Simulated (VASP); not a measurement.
# LiCl in VASP: single point with PBEsol

Aim: the single point of LiCl with PBEsol.

All numbers are computed with VASP 6.6.1; they aren't measurements. Logs are shortened: lines on timing, memory, paths and dates and some standing lists are left out, and cuts for length are marked.

## 1. The cell of the first run

The cell holds a slab with vacuum, 6 atoms: a = 3.580 Å, b = 3.580 Å, c = 22.063 Å, α = 90.00°, β = 90.00°, γ = 90.00°.

## 2. Single point, PBEsol

Contents of INCAR:

```
PREC = Accurate ; ENCUT = 520
EDIFF = 1E-7 ; ISMEAR = 0
SIGMA = 0.05 ; LREAL = False
LASPH = True ; NELM = 60
ALGO = Normal ; ISIF = 2
LWAVE = False ; LCHARG = True
LDIPOL = True ; IDIPOL = 3
DIPOL = 0.5 0.5 0.499 ; GGA = PS
LELF = True ; LVHAR = True
LVACPOTAV = True ; NBANDS = 24
```

Contents of KPOINTS:

```
Automatic mesh
0
Gamma
  8 8 1
```

Contents of POSCAR:

```
LiCl
1.0
    3.5799557474      0.0000000000      0.0000000000
    0.0000000000      3.5799557474      0.0000000000
    0.0000000000      0.0000000000     22.0628219706
Li Cl
3 3
Direct
    0.5000000000      0.5000000000      0.3852634994
    0.0000000000      0.0000000000      0.5009082261
    0.5000000000      0.5000000000      0.6091325375
    0.0000000000      0.0000000000      0.3852634994
    0.5000000000      0.5000000000      0.4987491691
    0.0000000000      0.0000000000      0.6167535406
```

Potentials or basis: VASP PAW PBE potentials, release 64 (Li_sv, Cl).

On the command line:

```
$ cat potpaw_PBE.64/Li_sv/POTCAR potpaw_PBE.64/Cl/POTCAR > POTCAR
$ mpirun -np 1 vasp_std > vasp.out
```

OUTCAR:

```text
PREC = Accurate
   ENCUT = 520
   EDIFF = 1E-7
   ISMEAR = 0
   LREAL = False
   LASPH = True
   NELM = 60
   ISIF = 2
   GGA = PS

 ion  position               nearest neighbor table
   1  0.500  0.500  0.385-   5 2.50   4 2.53   4 2.53   4 2.53   4 2.53
   2  0.000  0.000  0.501-   5 2.53   5 2.53   5 2.53   5 2.53   4 2.55   6 2.56
   3  0.500  0.500  0.609-   5 2.44   6 2.54   6 2.54   6 2.54   6 2.54
   4  0.000  0.000  0.385-   1 2.53   1 2.53   1 2.53   1 2.53   2 2.55
   5  0.500  0.500  0.499-   3 2.44   1 2.50   2 2.53   2 2.53   2 2.53   2 2.53
   6  0.000  0.000  0.617-   3 2.54   3 2.54   3 2.54   3 2.54   2 2.56

  LATTYP: Found a simple tetragonal cell.
 ALAT       =     3.5799557474
 C/A-ratio  =     6.1628756128

  Lattice vectors:

 A1 = (   3.5799557474,   0.0000000000,   0.0000000000)
 A2 = (   0.0000000000,   3.5799557474,   0.0000000000)
 A3 = (   0.0000000000,   0.0000000000,  22.0628219706)

Analysis of symmetry for initial positions (statically):
=====================================================================
 Subroutine PRICEL returns:
 Original cell was already a primitive cell.

 Routine SETGRP: Setting up the symmetry group for a
 simple tetragonal supercell.

 Subroutine GETGRP returns: Found  8 space group operations
 (whereof  8 operations were pure point group operations)
 out of a pool of 16 trial point group operations.

The static configuration has the point symmetry C_4v.

Analysis of symmetry for dynamics (positions and initial velocities):
=====================================================================
 Subroutine PRICEL returns:
 Original cell was already a primitive cell.

 Routine SETGRP: Setting up the symmetry group for a
 simple tetragonal supercell.

 Subroutine GETGRP returns: Found  8 space group operations
 (whereof  8 operations were pure point group operations)
 out of a pool of 16 trial point group operations.

The dynamic configuration has the point symmetry C_4v.

 Subroutine INISYM returns: Found  8 space group operations
 (whereof  8 operations are pure point group operations),
 and found     1 'primitive' translations

----------------------------------------------------------------------------------------

                                     Primitive cell

  volume of cell :     282.7590

  direct lattice vectors                    reciprocal lattice vectors
     3.579955747  0.000000000  0.000000000     0.279333062  0.000000000  0.000000000
     0.000000000  3.579955747  0.000000000     0.000000000  0.279333062  0.000000000
     0.000000000  0.000000000 22.062821971     0.000000000  0.000000000  0.045325118

  length of vectors
     3.579955747  3.579955747 22.062821971     0.279333062  0.279333062  0.045325118

  position of ions in fractional coordinates (direct lattice)
     0.500000000  0.500000000  0.385263499
     0.000000000  0.000000000  0.500908226
     0.500000000  0.500000000  0.609132538
     0.000000000  0.000000000  0.385263499
     0.500000000  0.500000000  0.498749169
     0.000000000  0.000000000  0.616753541

  ion indices of the primitive-cell ions
   primitive index   ion index
                 1           1
                 2           2
                 3           3
                 4           4
                 5           5
                 6           6

----------------------------------------------------------------------------------------

 KPOINTS: Automatic mesh

Automatic generation of k-mesh.
 Grid dimensions read from file:
 generate k-points for:    8    8    1

 Generating k-lattice:

  Cartesian coordinates                     Fractional coordinates (reciprocal lattice)
     0.034916633  0.000000000  0.000000000     0.125000000  0.000000000  0.000000000
     0.000000000  0.034916633  0.000000000     0.000000000  0.125000000  0.000000000
     0.000000000  0.000000000  0.045325118     0.000000000  0.000000000  1.000000000

  Length of vectors
     0.034916633  0.034916633  0.045325118

  Shift w.r.t. Gamma in fractional coordinates (k-lattice)
     0.000000000  0.000000000  0.000000000

 Subroutine IBZKPT returns following result:
 ===========================================

 Found     15 irreducible k-points:

 Following reciprocal coordinates:
            Coordinates               Weight
  0.000000  0.000000  0.000000      1.000000
  0.125000  0.000000  0.000000      4.000000
  0.250000  0.000000  0.000000      4.000000
  0.375000  0.000000  0.000000      4.000000
  0.500000  0.000000  0.000000      2.000000
  0.125000  0.125000  0.000000      4.000000
  0.250000  0.125000  0.000000      8.000000
  0.375000  0.125000  0.000000      8.000000
  0.500000  0.125000  0.000000      4.000000
  0.250000  0.250000  0.000000      4.000000
  0.375000  0.250000  0.000000      8.000000
  0.500000  0.250000  0.000000      4.000000
  0.375000  0.375000  0.000000      4.000000
  0.500000  0.375000  0.000000      4.000000
  0.500000  0.500000  0.000000      1.000000
   k-points           NKPTS =     15   k-points in BZ     NKDIM =     15   number of bands    NBANDS=     24
   number of dos      NEDOS =    301   number of ions     NIONS =      6
   total plane-waves  NPLWV = 131712
   dimension x,y,z NGX =    28 NGY =   28 NGZ =  168
   dimension x,y,z NGXF=    56 NGYF=   56 NGZF=  336
   ions per type =               3   3
   NGX,Y,Z   is equivalent  to a cutoff of  13.00, 13.00, 12.66 a.u.
   NGXF,Y,Z  is equivalent  to a cutoff of  26.01, 26.01, 25.32 a.u.
 SYSTEM =  unknown system
   PREC   = accura    normal or accurate (medium, high low for compatibility)
   ISTART =      0    job   : 0-new  1-cont  2-samecut
   ICHARG =      2    charge: 1-file 2-atom 10-const
   ISPIN  =      1    spin polarized calculation?
   LNONCOLLINEAR =      F non collinear calculations
   LSORBIT =      F    spin-orbit coupling
   LASPH  =      T    aspherical Exc in radial PAW
   ENCUT  =  520.0 eV  38.22 Ry    6.18 a.u.   6.66  6.66 41.02*2*pi/ulx,y,z
   NELM   =     60;   NELMIN=  2; NELMDL= -5     # of ELM steps
   EDIFF  = 0.1E-06   stopping-criterion for ELM
   LREAL  =      F    real-space projection
   EDIFFG = 0.1E-05   stopping-criterion for IOM
   NSW    =      0    number of steps for IOM
   IBRION =     -1    ionic relax: 0-MD 1-quasi-New 2-CG
   NFREE  =      0    steps in history (QN), initial steepest desc. (CG)
   ISIF   =      2    stress and relaxation
   ISYM   =      2    0-nonsym 1-usesym 2-fastsym
   POTIM  = 0.5000    time-step for ionic-motion
   TEBEG  =    0.0;   TEEND  =   0.0 temperature during run
   PSTRESS=    0.0 pullay stress
   NELECT =      30.0000    total number of electrons
   NUPDOWN=      -1.0000    fix difference up-down
   EMIN   =  10.00;   EMAX   =-10.00  energy-range for DOS
   EFERMI =   0.00;   METHOD = LEGACY
   ISMEAR =     0;   SIGMA  =   0.05  broadening in eV -4-tet -1-fermi 0-gaus
   EFERMI_NEDOS =   21; number of points for ismear=-14 and -15
   IALGO  =     38    algorithm
   IMIX   =      4    mixing-type and parameters
     AMIX     =   0.40;   BMIX     =  1.00
     AMIX_MAG =   1.60;   BMIX_MAG =  1.00
  volume/ion in A,a.u.               =      47.13       318.03
  Fermi-wavevector in a.u.,A,eV,Ry     =   0.775014  1.464565  8.172304  0.600647
  Thomas-Fermi vector in A             =   1.877192
   LORBIT       =      0    0 simple, 1 ext, 2 COOP (PROOUT), +10 PAW based schemes
   GGA     = PS    functional components
   LHFCALC =     F    Hartree Fock is set to
   AEXX    =    0.0000 exact exchange contribution
   IVDW    =     0    specifies the selected vdW correction
   LEPSILON=     F    determine dielectric tensor
   LRPA    =     F    only Hartree local field effects (RPA)
 non-spin polarized calculation
 Gauss-broadening in eV      SIGMA  =   0.05
  energy-cutoff  :      520.00
  volume of cell :      282.76
 maximum number of plane-waves:      7659
 NGX is ok and might be reduce to    28
   NGX = 13   NGY = 13   NGZ = 83

 dipolmoment           0.000000      0.000000     -0.000006 electrons x Angstroem

 number of electron      30.0000026 magnetization

 dipolmoment           0.000000      0.000000      0.040938 electrons x Angstroem

 Free energy of the ion-electron system (eV)
  ---------------------------------------------------
  ext. energy  EPLUGINS =         0.00000000
  ---------------------------------------------------
  free energy    TOTEN  =       -22.61003093 eV

  energy without entropy =      -22.61003093  energy(sigma->0) =      -22.61003093

 E-fermi :  -3.8133     XC(G=0):  -3.6045

 val. band max:       -4.1240210142   @ k =   0.5000   0.0000   0.0000
 cond. band min:       1.4034439506   @ k =   0.0000   0.0000   0.0000
 fundamental gap:      5.5274649648
 Fermi energy:        -3.8133329202

 k-point     1 :       0.0000    0.0000    0.0000
  band No.  band energies     occupation
      1     -47.2711      2.00000
      2     -47.0049      2.00000
      3     -46.8471      2.00000
      4     -17.5210      2.00000
      5     -17.0308      2.00000
      6     -16.7681      2.00000
[... 16 lines left out ...]
     23       4.7983      0.00000
     24       5.1287      0.00000

 k-point     2 :       0.1250    0.0000    0.0000
  band No.  band energies     occupation
      1     -47.2710      2.00000
      2     -47.0047      2.00000
      3     -46.8469      2.00000
      4     -17.4736      2.00000
      5     -17.0037      2.00000
      6     -16.7545      2.00000
[... 16 lines left out ...]
     23       4.8643      0.00000
     24       5.1129      0.00000

 k-point     3 :       0.2500    0.0000    0.0000
  band No.  band energies     occupation
      1     -47.2705      2.00000
      2     -47.0042      2.00000
      3     -46.8465      2.00000
      4     -17.3478      2.00000
      5     -16.9425      2.00000
      6     -16.7239      2.00000
[... 16 lines left out ...]
     23       5.1671      0.00000
     24       5.8677      0.00000

 k-point     4 :       0.3750    0.0000    0.0000
  band No.  band energies     occupation
      1     -47.2701      2.00000
      2     -47.0038      2.00000
      3     -46.8460      2.00000
      4     -17.1945      2.00000
      5     -16.9008      2.00000
      6     -16.6941      2.00000
[... 16 lines left out ...]
     23       5.4475      0.00000
     24       5.7800      0.00000

 k-point     5 :       0.5000    0.0000    0.0000
  band No.  band energies     occupation
      1     -47.2699      2.00000
      2     -47.0036      2.00000
      3     -46.8458      2.00000
      4     -17.1118      2.00000
      5     -16.9024      2.00000
      6     -16.6799      2.00000
[... 16 lines left out ...]
     23       5.5233      0.00000
     24       5.5293      0.00000

 k-point     6 :       0.1250    0.1250    0.0000
  band No.  band energies     occupation
      1     -47.2708      2.00000
      2     -47.0045      2.00000
      3     -46.8467      2.00000
      4     -17.4265      2.00000
      5     -16.9759      2.00000
      6     -16.7378      2.00000
[... 16 lines left out ...]
     23       5.0589      0.00000
     24       5.2019      0.00000
[... 136 lines left out ...]
 k-point    12 :       0.5000    0.2500    0.0000
  band No.  band energies     occupation
      1     -47.2693      2.00000
      2     -47.0030      2.00000
      3     -46.8452      2.00000
      4     -16.9811      2.00000
      5     -16.7696      2.00000
      6     -16.5480      2.00000
[... 16 lines left out ...]
     23       5.8912      0.00000
     24       6.0450      0.00000

 k-point    13 :       0.3750    0.3750    0.0000
  band No.  band energies     occupation
      1     -47.2691      2.00000
      2     -47.0028      2.00000
      3     -46.8450      2.00000
      4     -16.9338      2.00000
      5     -16.7038      2.00000
      6     -16.4870      2.00000
[... 16 lines left out ...]
     23       5.8408      0.00000
     24       6.0555      0.00000

 k-point    14 :       0.5000    0.3750    0.0000
  band No.  band energies     occupation
      1     -47.2689      2.00000
      2     -47.0027      2.00000
      3     -46.8448      2.00000
      4     -16.8834      2.00000
      5     -16.6703      2.00000
      6     -16.4494      2.00000
[... 16 lines left out ...]
     23       6.2687      0.00000
     24       6.4623      0.00000

 k-point    15 :       0.5000    0.5000    0.0000
  band No.  band energies     occupation
      1     -47.2688      2.00000
      2     -47.0025      2.00000
      3     -46.8447      2.00000
      4     -16.8416      2.00000
      5     -16.6278      2.00000
      6     -16.4072      2.00000
[... 16 lines left out ...]
     23       5.8608      0.00000
     24       6.7277      0.00000

------------------------ aborting loop because EDIFF is reached ----------------------------------------

  FORCE on cell =-STRESS in cart. coord.  units (eV):
  Direction    XX          YY          ZZ          XY          YZ          ZX
  --------------------------------------------------------------------------------------
  -------------------------------------------------------------------------------------
  Total       -1.1471337     -1.1471337     -0.1363683      0.0000000      0.0000000      0.0000000
  in kB       -6.4999235     -6.4999235     -0.7726942      0.0000000      0.0000000      0.0000000
  external PRESSURE =      -4.5908471 kB  Pullay stress =       0.0000000 kB

 VOLUME and BASIS-vectors are now :
 -----------------------------------------------------------------------------
  energy-cutoff  :      520.00
  volume of cell :      282.76
      direct lattice vectors                 reciprocal lattice vectors
     3.579955747  0.000000000  0.000000000     0.279333062  0.000000000  0.000000000
     0.000000000  3.579955747  0.000000000     0.000000000  0.279333062  0.000000000
     0.000000000  0.000000000 22.062821971     0.000000000  0.000000000  0.045325118

 POSITION                                       TOTAL-FORCE (eV/Angst)
 -----------------------------------------------------------------------------------
      1.78998      1.78998      8.50000        -0.000000      0.000000      0.259368
      0.00000      0.00000     11.05145        -0.000000      0.000000      0.015110
      1.78998      1.78998     13.43918        -0.000000     -0.000000     -0.017193
      0.00000      0.00000      8.50000         0.000000      0.000000     -0.262273
      1.78998      1.78998     11.00381        -0.000000      0.000000      0.018260
      0.00000      0.00000     13.60732        -0.000000      0.000000     -0.013272
 -----------------------------------------------------------------------------------
    total drift:                                0.000000      0.000000      0.000840

  FREE ENERGIE OF THE ION-ELECTRON SYSTEM (eV)
  ---------------------------------------------------
  free  energy   TOTEN  =       -22.6100309332 eV

  energy  without entropy=      -22.6100309332  energy(sigma->0) =      -22.61003093

 vacuum level on the upper side and lower side of the slab         2.925         2.347
```

Wall time 3.4 min (1 thread of AMD EPYC 7R13 (Zen 3), shared host); peak memory 0.35 GiB.

Results:

* Free energy: -22.6100 eV
* Largest force: 0.262 eV/Å
* Band gap on the k mesh: 5.53 eV, indirect (least direct gap 5.64 eV)

Forces in eV/Å, atoms in the order of the input:
```
Li   0.000  0.000  0.259
Li   0.000  0.000  0.015
Li   0.000  0.000 -0.017
Cl   0.000  0.000 -0.262
Cl   0.000  0.000  0.018
Cl   0.000  0.000 -0.013
```

Levels at points of the mesh, in eV from the valence-band top:
```tsv
k point	band 13	band 14	band 15	band 16	band 17	band 18
(0.00, 0.00, 0.00)	-0.35	-0.11	-0.11	5.53	6.05	6.81
(0.50, 0.00, 0.00)	-0.37	-0.23	0.00	6.70	7.01	7.65
(0.50, 0.50, 0.00)	-1.30	-0.78	-0.55	7.76	8.14	8.55
```

Caveat: the cutoff is under 1.25 times the usual one of these potentials, so pressure, stress and relaxed cells hold a basis-set (Pulay) error; the PAW data sets were made with another functional, which shifts forces and pressure a little.
